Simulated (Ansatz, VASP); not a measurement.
## One calculation of Nb, two programs

```
Nb
1.0
     0.00000    2.87829    2.87829
     2.87829    0.00000    2.87829
     2.87829    2.87829    0.00000
Nb
2
Direct
  0.12500 0.12500 0.12500
  0.87500 0.87500 0.87500
```

Alike in both runs: functional LDA; k mesh 9 × 9 × 9; occupations fermi-dirac, width 0.1 eV; no spin polarisation.

Ansatz relaxed the structure, and its values are those at the end. VASP's run is a single point on that final structure, the one shown.

|  | VASP | Ansatz |
| --- | --- | --- |
| version | VASP 6.6.1 | Ansatz 0.2.0 |
| potentials or method | VASP PAW LDA potentials, release 64 (Nb_sv), cutoff 520 eV | plane waves (420 eV) with PAW, scalar-relativistic |
| valence electrons in the cell | 26 | 26 |

|  | VASP | Ansatz | Ansatz less VASP |
| --- | --- | --- | --- |
| pressure (GPa) | 0.0 | 0.0 | -0.04 |

Ansatz warns that its potentials were made for another functional, while VASP's fit it. LDA's correlation is that of Perdew and Zunger in VASP and of Perdew and Wang (1992) in Ansatz.
